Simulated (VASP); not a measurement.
# N: single point with r2SCAN

Crystal: N.

```
CELL_PARAMETERS angstrom
0.00000 3.10762 3.10762
1.55381 0.00000 1.55381
1.55381 1.55381 0.00000
ATOMIC_POSITIONS crystal
N 0.00000 0.00000 0.00000
N 0.50000 0.00000 0.00000
```

```yaml
Program: VASP 6.6.1
Task: single point
Functional: r2SCAN
Potentials_or_basis: VASP PAW PBE potentials, release 64 (N)
Cutoff: 660 eV
k_mesh: 5 × 10 × 10
Occupations: fermi-dirac, width 0.1 eV
Spin: no spin polarisation
Dipole_correction: no
Further_INCAR_settings: ALGO = Normal; EDIFF = 1e-06; NBANDS = 12
```

```yaml
Pressure: 0.6 GPa
Band_gap_on_the_k_mesh: zero (bands 5 and 6 overlap by 6.84 eV)
```

Levels at points of the mesh, in eV from the Fermi level:
```csv
k point,band 3,band 4,band 5,band 6,band 7,band 8
"(0.00, 0.00, 0.00)",-8.55,2.99,2.99,4.26,4.26,4.26
"(0.00, 0.50, 0.00)",-8.55,-7.08,0.08,0.08,2.99,2.99
```

Wall time 20 s on 1 thread of Intel(R) Xeon(R) 6975P-C (Granite Rapids) (shared host), peak memory 0.14 GiB.

Caveat: the PAW data sets were made with another functional, which shifts forces and pressure a little.
